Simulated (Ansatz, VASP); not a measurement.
One calculation of TeW, two programs

```xyz
2
Lattice="3.3928 0.0000 0.0000 0.0000 3.3928 0.0000 0.0000 0.0000 4.4470" Properties=species:S:1:pos:R:3 pbc="T T T"
Te    1.6964    1.6964    2.2235
W     0.0000    0.0000    0.0000
```

Alike in both runs: task single point; functional PBE; k mesh 6 × 6 × 4; occupations gaussian, width 0.1 eV; no spin polarisation.

|  | VASP | Ansatz |
| --- | --- | --- |
| version | VASP 6.6.1 | Ansatz 0.2.0 |
| potentials or method | VASP PAW PBE potentials, release 64 (Te, W_sv), cutoff 500 eV | scalar-relativistic, plane waves, PAW |
| valence electrons in the cell | 20 | 30 |

```csv
,VASP,Ansatz,Ansatz less VASP
gap on the k mesh at the Fermi level (eV),none,none,-
pressure (GPa),-21.3,-21.3,+0.04
"traceless stress, the component that is largest in VASP (GPa)",-6.77,-6.81,-0.035
```

A gap of «none» marks a metal or a gap that the smearing closes. The functional is the same, so the differences come from potentials, cutoffs and numerics. VASP's potentials hold 20 valence electrons a cell and Ansatz's 30, so a difference there can come from the potentials and not from the codes.

Neither program's run includes spin-orbit coupling.
